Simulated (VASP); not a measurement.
# AlN (scan) (P6_3mc) in VASP: further runs

The runs below take AlN (scan) through single point, with r2SCAN.

All numbers are computed with VASP 6.6.1; they aren't measurements. Logs are shortened: lines on timing, memory, paths and dates and some standing lists are left out, and cuts for length are marked.

### 1 The cell of the first run

Symmetry: P6_3mc, No. 186, hexagonal system. The conventional cell has a = 3.107 Å, b = 3.107 Å, c = 4.978 Å, α = 90.00°, β = 90.00°, γ = 120.00°. Within 2.5 Å of Al (site symmetry 3m) lie 4 N at 1.86 to 1.99 Å. Within 2.5 Å of N (site symmetry 3m) lie 4 Al at 1.86 to 1.99 Å.

### 2 Single point, r2SCAN

POSCAR

```
AlN
1.0
    3.1065679352      0.0000000000      0.0000000000
   -1.5532839676      2.6903667505      0.0000000000
    0.0000000000      0.0000000000      4.9780667183
Al N
2 2
Direct
    0.3333333333      0.6666666667     -0.0087022219
    0.6666666667      0.3333333333      0.4912977781
    0.3333333333      0.6666666667      0.3907022219
    0.6666666667      0.3333333333      0.8907022219
```

INCAR.step1

```
SYSTEM = AlN
ALGO = Normal ; EDIFF = 1E-4
ENCUT = 520 ; GGA = PE
ISMEAR = 0 ; LASPH = .True.
LCHARG = .False. ; LREAL = .False.
LWAVE = .True. ; NBANDS = 16
NELM = 60 ; PREC = Accurate
SIGMA = 0.01
```

INCAR.step2

```
SYSTEM = AlN
ALGO = Normal ; EDIFF = 1E-7
ENCUT = 520 ; ISIF = 2
ISMEAR = 0 ; ISTART = 1
LASPH = .True. ; LCHARG = .False.
LMIXTAU = .True. ; LREAL = .False.
LWAVE = .False. ; METAGGA = R2SCAN
NBANDS = 16 ; NELM = 60
PREC = Accurate ; SIGMA = 0.01
```

KPOINTS

```
k-points
0
Gamma
  9 9 6
  0 0 0
```

Potentials or basis: VASP PAW PBE potentials, release 64 (Al, N).

The run is started by

```sh
cat potpaw_PBE.64/Al/POTCAR potpaw_PBE.64/N/POTCAR > POTCAR
cp INCAR.step1 INCAR
mpirun -np 1 vasp_std > vasp.out
cp INCAR.step2 INCAR
mpirun -np 1 vasp_std > vasp.out
```

OUTCAR:

```text
SYSTEM = AlN
   EDIFF = 1E-7
   ENCUT = 520
   ISIF = 2
   ISMEAR = 0
   ISTART = 1
   LASPH = .True.
   LREAL = .False.
   METAGGA = R2SCAN
   NELM = 60
   PREC = Accurate

 ion  position               nearest neighbor table
   1  0.333  0.667  0.991-   4 1.86   4 1.86   4 1.86   3 1.99   2 3.07   2 3.07   2 3.07   2 3.07
                             2 3.07   2 3.07
   2  0.667  0.333  0.491-   3 1.86   3 1.86   3 1.86   4 1.99   1 3.07   1 3.07   1 3.07   1 3.07
                             1 3.07   1 3.07
   3  0.333  0.667  0.391-   2 1.86   2 1.86   2 1.86   1 1.99
   4  0.667  0.333  0.891-   1 1.86   1 1.86   1 1.86   2 1.99

  LATTYP: Found a hexagonal cell.
 ALAT       =     3.1065679352
 C/A-ratio  =     1.6024329170

  Lattice vectors:

 A1 = (   3.1065679352,   0.0000000000,   0.0000000000)
 A2 = (  -1.5532839676,   2.6903667505,   0.0000000000)
 A3 = (   0.0000000000,   0.0000000000,   4.9780667183)

Analysis of symmetry for initial positions (statically):
=====================================================================
 Subroutine PRICEL returns:
 Original cell was already a primitive cell.

 Routine SETGRP: Setting up the symmetry group for a
 hexagonal supercell.

 Subroutine GETGRP returns: Found 12 space group operations
 (whereof  6 operations were pure point group operations)
 out of a pool of 24 trial point group operations.

The static configuration has the point symmetry C_3v.
 The point group associated with its full space group is C_6v.

Analysis of symmetry for dynamics (positions and initial velocities):
=====================================================================
 Subroutine PRICEL returns:
 Original cell was already a primitive cell.

 Routine SETGRP: Setting up the symmetry group for a
 hexagonal supercell.

 Subroutine GETGRP returns: Found 12 space group operations
 (whereof  6 operations were pure point group operations)
 out of a pool of 24 trial point group operations.

The dynamic configuration has the point symmetry C_3v.
 The point group associated with its full space group is C_6v.

 Subroutine INISYM returns: Found 12 space group operations
 (whereof  6 operations are pure point group operations),
 and found     1 'primitive' translations

----------------------------------------------------------------------------------------

                                     Primitive cell

  volume of cell :      41.6057

  direct lattice vectors                    reciprocal lattice vectors
     3.106567935  0.000000000  0.000000000     0.321898642  0.185848268  0.000000000
    -1.553283968  2.690366750  0.000000000     0.000000000  0.371696535  0.000000000
     0.000000000  0.000000000  4.978066718     0.000000000  0.000000000  0.200881197

  length of vectors
     3.106567935  3.106567935  4.978066718     0.371696535  0.371696535  0.200881197

  position of ions in fractional coordinates (direct lattice)
     0.333333333  0.666666667  0.991297778
     0.666666667  0.333333333  0.491297778
     0.333333333  0.666666667  0.390702222
     0.666666667  0.333333333  0.890702222

  ion indices of the primitive-cell ions
   primitive index   ion index
                 1           1
                 2           2
                 3           3
                 4           4

----------------------------------------------------------------------------------------

 KPOINTS: k-points

Automatic generation of k-mesh.
 Grid dimensions read from file:
 generate k-points for:    9    9    6

 Generating k-lattice:

  Cartesian coordinates                     Fractional coordinates (reciprocal lattice)
     0.035766516  0.020649808  0.000000000     0.111111111 -0.000000000  0.000000000
     0.000000000  0.041299615  0.000000000     0.000000000  0.111111111  0.000000000
     0.000000000  0.000000000  0.033480199     0.000000000  0.000000000  0.166666667

  Length of vectors
     0.041299615  0.041299615  0.033480199

  Shift w.r.t. Gamma in fractional coordinates (k-lattice)
     0.000000000  0.000000000  0.000000000

 Subroutine IBZKPT returns following result:
 ===========================================

 Found     48 irreducible k-points:

 Following reciprocal coordinates:
            Coordinates               Weight
  0.000000  0.000000  0.000000      1.000000
  0.111111  0.000000  0.000000      6.000000
  0.222222  0.000000  0.000000      6.000000
  0.333333 -0.000000  0.000000      6.000000
  0.444444  0.000000  0.000000      6.000000
  0.111111  0.111111  0.000000      6.000000
[... 16 lines left out ...]
  0.333333  0.222222  0.166667     24.000000
  0.333333  0.333333  0.166667      4.000000
 [... further k-points ...]
   k-points           NKPTS =     48   k-points in BZ     NKDIM =     48   number of bands    NBANDS=     16
   number of dos      NEDOS =    301   number of ions     NIONS =      4
   total plane-waves  NPLWV =  23040
   dimension x,y,z NGX =    24 NGY =   24 NGZ =   40
   dimension x,y,z NGXF=    48 NGYF=   48 NGZF=   80
   ions per type =               2   2
   NGX,Y,Z   is equivalent  to a cutoff of  12.84, 12.84, 13.36 a.u.
   NGXF,Y,Z  is equivalent  to a cutoff of  25.69, 25.69, 26.72 a.u.
 SYSTEM =  AlN
   PREC   = accura    normal or accurate (medium, high low for compatibility)
   ISTART =      1    job   : 0-new  1-cont  2-samecut
   ICHARG =      0    charge: 1-file 2-atom 10-const
   ISPIN  =      1    spin polarized calculation?
   LNONCOLLINEAR =      F non collinear calculations
   LSORBIT =      F    spin-orbit coupling
   LASPH  =      T    aspherical Exc in radial PAW
   ENCUT  =  520.0 eV  38.22 Ry    6.18 a.u.   5.78  5.78  9.26*2*pi/ulx,y,z
   NELM   =     60;   NELMIN=  2; NELMDL=  0     # of ELM steps
   EDIFF  = 0.1E-06   stopping-criterion for ELM
   LREAL  =      F    real-space projection
   EDIFFG = 0.1E-05   stopping-criterion for IOM
   NSW    =      0    number of steps for IOM
   IBRION =     -1    ionic relax: 0-MD 1-quasi-New 2-CG
   NFREE  =      0    steps in history (QN), initial steepest desc. (CG)
   ISIF   =      2    stress and relaxation
   ISYM   =      2    0-nonsym 1-usesym 2-fastsym
   POTIM  = 0.5000    time-step for ionic-motion
   TEBEG  =    0.0;   TEEND  =   0.0 temperature during run
   PSTRESS=    0.0 pullay stress
   NELECT =      16.0000    total number of electrons
   NUPDOWN=      -1.0000    fix difference up-down
   EMIN   =  10.00;   EMAX   =-10.00  energy-range for DOS
   EFERMI =   0.00;   METHOD = LEGACY
   ISMEAR =     0;   SIGMA  =   0.01  broadening in eV -4-tet -1-fermi 0-gaus
   EFERMI_NEDOS =   21; number of points for ismear=-14 and -15
   IALGO  =     38    algorithm
   IMIX   =      4    mixing-type and parameters
     AMIX     =   0.40;   BMIX     =  1.00
     AMIX_MAG =   1.60;   BMIX_MAG =  1.00
  volume/ion in A,a.u.               =      10.40        70.19
  Fermi-wavevector in a.u.,A,eV,Ry     =   1.190503  2.249724 19.283500  1.417297
  Thomas-Fermi vector in A             =   2.326586
   LORBIT       =      0    0 simple, 1 ext, 2 COOP (PROOUT), +10 PAW based schemes
   METAGGA = R2SCAN    functional components
   LHFCALC =     F    Hartree Fock is set to
   AEXX    =    0.0000 exact exchange contribution
   IVDW    =     0    specifies the selected vdW correction
   LEPSILON=     F    determine dielectric tensor
   LRPA    =     F    only Hartree local field effects (RPA)
 non-spin polarized calculation
 Gauss-broadening in eV      SIGMA  =   0.01
  energy-cutoff  :      520.00
  volume of cell :       41.61
 maximum number of plane-waves:      1140
 NGX is ok and might be reduce to    24
   NGX = 11   NGY = 11   NGZ = 19

 number of electron      15.9999997 magnetization

 Free energy of the ion-electron system (eV)
  ---------------------------------------------------
  ext. energy  EPLUGINS =         0.00000000
  ---------------------------------------------------
  free energy    TOTEN  =       -38.36879966 eV

  energy without entropy =      -38.36879966  energy(sigma->0) =      -38.36879966

 E-fermi :   6.3504     XC(G=0): -11.4191

 val. band max:        6.2102901907   @ k =   0.0000   0.0000   0.0000
 cond. band min:      10.8408923224   @ k =   0.0000   0.0000   0.0000
 fundamental gap:      4.6306021316
 Fermi energy:         6.3503757610

 k-point     1 :       0.0000    0.0000    0.0000
  band No.  band energies     occupation
      1     -10.0680      2.00000
      2      -7.9565      2.00000
      3      -0.0543      2.00000
      4       4.9025      2.00000
      5       4.9025      2.00000
      6       5.5660      2.00000
[... 8 lines left out ...]
     15      19.9114      0.00000
     16      19.9114      0.00000

 k-point     2 :       0.1111    0.0000    0.0000
  band No.  band energies     occupation
      1      -9.9100      2.00000
      2      -7.8677      2.00000
      3       0.1373      2.00000
      4       4.2229      2.00000
      5       4.7093      2.00000
      6       4.9192      2.00000
[... 8 lines left out ...]
     15      19.7361      0.00000
     16      20.0537      0.00000

 k-point     3 :       0.2222    0.0000    0.0000
  band No.  band energies     occupation
      1      -9.4630      2.00000
      2      -7.6462      2.00000
      3       0.6939      2.00000
      4       2.7438      2.00000
      5       3.6677      2.00000
      6       4.3087      2.00000
[... 8 lines left out ...]
     15      19.1101      0.00000
     16      19.7461      0.00000

 k-point     4 :       0.3333   -0.0000    0.0000
  band No.  band energies     occupation
      1      -8.8247      2.00000
      2      -7.4326      2.00000
      3       1.3154      2.00000
      4       1.5449      2.00000
      5       2.4763      2.00000
      6       3.9335      2.00000
[... 8 lines left out ...]
     15      18.8966      0.00000
     16      21.3765      0.00000
[... 324 lines left out ...]
 k-point    22 :       0.2222    0.2222    0.1667
  band No.  band energies     occupation
      1      -8.4218      2.00000
      2      -7.4435      2.00000
      3       1.2894      2.00000
      4       1.4469      2.00000
      5       2.8496      2.00000
      6       3.1909      2.00000
[... 8 lines left out ...]
     15      19.0381      0.00000
     16      22.0022      0.00000

 k-point    23 :       0.3333    0.2222    0.1667
  band No.  band energies     occupation
      1      -7.9143      2.00000
      2      -7.4321      2.00000
      3       0.8175      2.00000
      4       1.5318      2.00000
      5       2.3551      2.00000
      6       3.4633      2.00000
[... 8 lines left out ...]
     15      19.4668      0.00000
     16      21.8946      0.00000

 k-point    24 :       0.3333    0.3333    0.1667
  band No.  band energies     occupation
      1      -7.5811      2.00000
      2      -7.5811      2.00000
      3       1.0835      2.00000
      4       1.7079      2.00000
      5       1.7079      2.00000
      6       3.0638      2.00000
[... 8 lines left out ...]
     15      19.6682      0.00000
     16      22.2649      0.00000

 [... further k-points ...]
[... 5 lines left out ...]
  --------------------------------------------------------------------------------------
  -------------------------------------------------------------------------------------
  Total        0.9195104      0.9195104     -1.7281850      0.0000000      0.0000000      0.0000000
  in kB       35.4090431     35.4090431    -66.5499539      0.0000000      0.0000000      0.0000000
  external PRESSURE =       1.4227107 kB  Pullay stress =       0.0000000 kB

 VOLUME and BASIS-vectors are now :
 -----------------------------------------------------------------------------
  energy-cutoff  :      520.00
  volume of cell :       41.61
      direct lattice vectors                 reciprocal lattice vectors
     3.106567935  0.000000000  0.000000000     0.321898642  0.185848268  0.000000000
    -1.553283968  2.690366750  0.000000000     0.000000000  0.371696535  0.000000000
     0.000000000  0.000000000  4.978066718     0.000000000  0.000000000  0.200881197

 POSITION                                       TOTAL-FORCE (eV/Angst)
 -----------------------------------------------------------------------------------
     -0.00000      1.79358      4.93475        -0.000000     -0.000000      0.903738
      1.55328      0.89679      2.44571        -0.000000      0.000000      0.903738
     -0.00000      1.79358      1.94494         0.000000      0.000000     -0.903738
      1.55328      0.89679      4.43398         0.000000      0.000000     -0.903738
 -----------------------------------------------------------------------------------
    total drift:                               -0.000000      0.000000     -0.012550

  FREE ENERGIE OF THE ION-ELECTRON SYSTEM (eV)
  ---------------------------------------------------
  free  energy   TOTEN  =       -38.3687996579 eV

  energy  without entropy=      -38.3687996579  energy(sigma->0) =      -38.36879966
```

Run time: 53 s. Hardware: 1 thread of Intel Xeon 6975P-C (Granite Rapids), shared host; peak memory 0.17 GiB.

Results:

* Free energy: -38.3688 eV
* Pressure: 0.1 GPa
* Largest force: 0.904 eV/Å
* Band gap on the k mesh: 4.63 eV, direct

Forces in eV/Å, atoms in the order of the input:
```
Al   0.000  0.000  0.904
Al   0.000  0.000  0.904
N    0.000  0.000 -0.904
N    0.000  0.000 -0.904
```

Caveat: the PAW data sets were made with another functional, which shifts forces and pressure a little. r2SCAN opens gaps a little over a GGA but as a rule still falls short of measured ones.

(Continued in part 2 of 2.)
